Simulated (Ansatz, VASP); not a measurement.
**Li3Ta2O in VASP and in Ansatz**

INCAR

```
PREC     = Accurate       # precision mode
ENCUT    = 600            # plane-wave cutoff, eV
EDIFF    = 1E-6           # SCF threshold, eV
ISMEAR   = 0              # smearing method
SIGMA    = 0.1            # smearing width, eV
LREAL    = F              # projectors in reciprocal space
LASPH    = T              # aspherical terms in the spheres
NELM     = 60             # most SCF steps
ALGO     = Normal         # electronic algorithm
ISIF     = 3              # what is computed and relaxed
LWAVE    = F              # write WAVECAR
LCHARG   = F              # write CHGCAR
GGA      = PE             # functional
IBRION   = 2              # ionic algorithm
NSW      = 100            # ionic steps
EDIFFG   = -0.01          # ionic threshold
```

Contents of KPOINTS:

```
regular mesh
0
Gamma
  12 12 8
```

File POSCAR:

```
Li3Ta2O
1.0
    4.6398025355      0.0000000000      0.0000000000
   -2.3199012677      4.0181868643      0.0000000000
    0.0000000000      0.0000000000      5.1949482328
Li Ta O
3 2 1
Direct
    0.5000000000      0.0000000000      0.5000000000
    0.5000000000      0.5000000000      0.5000000000
    0.0000000000      0.5000000000      0.5000000000
    0.3333333333      0.6666666667      0.0000000000
    0.6666666667      0.3333333333      0.0000000000
    0.0000000000      0.0000000000      0.0000000000
```

Input for Ansatz:

```yaml
crystal:
  lattice:
    - [4.6398025355, 0.0, 0.0]
    - [-2.3199012677, 4.0181868643, 0.0]
    - [0.0, 0.0, 5.1949482328]
  atoms:
    - { symbol: Li, position: [0.5, 0.0, 0.5] }
    - { symbol: Li, position: [0.5, 0.5, 0.5] }
    - { symbol: Li, position: [0.0, 0.5, 0.5] }
    - { symbol: Ta, position: [0.3333333333, 0.6666666667, 0.0] }
    - { symbol: Ta, position: [0.6666666667, 0.3333333333, 0.0] }
    - { symbol: O, position: [0.0, 0.0, 0.0] }
basis:
  ecutwfc: 420
kpoints:
  mp_grid: { grid: [12, 12, 8] }
hamiltonian:
  xc: pbe
scf:
  occupations: { method: gaussian, width: 0.1 }
output:
  forces: true
  stress: true
  eigenvalues: true
relax:
  adjacent_minimum: "off"
  f_tol: 0.01
  max_steps: 80
  cell: { stress_tol: 0.05 }
```

Change from the starting cell: species swapped into the LaB2Rh3 type (P6/mmm, No. 191).

Alike in both runs: task relaxation of cell and atoms; functional PBE; k mesh 12 × 12 × 8; occupations gaussian, width 0.1 eV; no spin polarisation.

|  | VASP | Ansatz |
| --- | --- | --- |
| version | VASP 6.6.1 | Ansatz 0.2.0 |
| potentials or method | VASP PAW PBE potentials, release 64 (Li_sv, Ta_pv, O), cutoff 600 eV | scalar-relativistic, plane waves, PAW |
| valence electrons in the cell | 37 | 41 |

|  | VASP | Ansatz | Ansatz less VASP |
| --- | --- | --- | --- |
| gap on the k mesh at the Fermi level, each at its own relaxed structure (eV) | none | none | - |
| relaxed volume (Å³/atom) | 16.23 | 16.24 | +0.011 |
| relaxed cell length with the largest relative difference (Å) | 5.198 | 5.202 | +0.0039 |

A gap of «none» marks a metal or a gap that the smearing closes. VASP's potentials hold 37 valence electrons a cell and Ansatz's 41, so a difference there can come from the potentials and not from the codes.

Spin-orbit coupling is off throughout. Noted on VASP's run: the cutoff is short for stress, so the pressure is rough.
